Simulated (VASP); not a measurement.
A run of VASP 6.6.1 is set up as follows.

Contents of INCAR:

```
PREC = Accurate
ENCUT = 600
EDIFF = 1E-6
ISMEAR = 0
SIGMA = 0.1
LREAL = F
LASPH = T
NELM = 80
ALGO = Normal
ISIF = 3
LWAVE = F
LCHARG = F
GGA = PE
IBRION = 2
NSW = 90
EDIFFG = -0.04
```

The input KPOINTS:

```
regular mesh
0
Gamma
  4 4 4
```

The input POSCAR:

```
SiGe2C2
1.0
    3.8944287600      0.0000000000      0.0000000000
    0.0000000000      3.8944287600      0.0000000000
    0.0000000000      0.0000000000      3.9559710500
Si Ge C
1 2 2
Direct
    0.5000000000      0.5000000000      0.5000000000
    0.0000000000      0.5000000000      0.5000000000
    0.5000000000      0.0000000000      0.5000000000
    0.0000000000      0.0000000000      0.0000000000
    0.5000000000      0.5000000000      0.0000000000
```

Potentials or basis: VASP PAW PBE potentials, release 64 (Si, Ge_d, C).

Command:

```bash
$ cat potpaw_PBE.64/Si/POTCAR potpaw_PBE.64/Ge_d/POTCAR potpaw_PBE.64/C/POTCAR > POTCAR
$ mpirun -np 1 vasp_std > vasp.out
```

Estimate the relaxed cell.

a = 4.890 Å, b = 4.890 Å, c = 3.443 Å, α = 90.00°, β = 90.00°, γ = 90.00°.

Predict the space group after relaxing (to 0.1 Å).

P4/mmm (No. 123).

Predict the band gap on the k mesh.

zero (bands 20 and 21 overlap by 1.72 eV).

Final structure:
```cif
data_structure
_symmetry_space_group_name_H-M 'P 1'
_symmetry_Int_Tables_number 1
_cell_length_a 4.8904
_cell_length_b 4.8904
_cell_length_c 3.4426
_cell_angle_alpha 90.000
_cell_angle_beta 90.000
_cell_angle_gamma 90.000
_cell_volume 82.33
loop_
_atom_site_label
_atom_site_type_symbol
_atom_site_fract_x
_atom_site_fract_y
_atom_site_fract_z
_atom_site_occupancy
Si1 Si 0.50000 0.50000 0.50000 1
Ge1 Ge 0.00000 0.50000 0.50000 1
Ge2 Ge 0.50000 0.00000 0.50000 1
C1 C 0.00000 0.00000 0.00000 1
C2 C 0.50000 0.50000 0.00000 1
```

Caveat: the k points lie up to 0.46 Å⁻¹ apart in the final cell, too coarse for converged energies and pressures of a metal.
